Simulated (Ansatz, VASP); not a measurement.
# Two plane-wave programs on AlN

```
CELL_PARAMETERS angstrom
3.34120 0.00000 0.00000
-1.67060 2.89356 0.00000
0.00000 0.00000 4.30690
ATOMIC_POSITIONS crystal
Al 0.33333 0.66667 0.75000
Al 0.66667 0.33333 0.25000
N 0.33333 0.66667 0.25000
N 0.66667 0.33333 0.75000
```

Alike in both runs: task single point; functional PBEsol; k mesh 9 × 9 × 6; occupations gaussian, width 0.05 eV; no spin polarisation.

```csv
,VASP,Ansatz
version,VASP 6.6.1,Ansatz 0.2.0
potentials or method,"VASP PAW PBE potentials, release 64 (Al, N), cutoff 520 eV","scalar-relativistic, plane waves, PAW"
valence electrons in the cell,16,16
```

```tsv
	VASP	Ansatz	Ansatz less VASP
gap on the k mesh at the Fermi level (eV)	2.79	2.78	-0.011
least direct gap on the mesh (eV)	2.79	2.78	-0.011
pressure (GPa)	-11.3	-11.2	+0.09
traceless stress, the component that is largest in VASP (GPa)	-1.02	-0.99	+0.021
```

VASP's potentials were made for PBE, not for PBEsol.
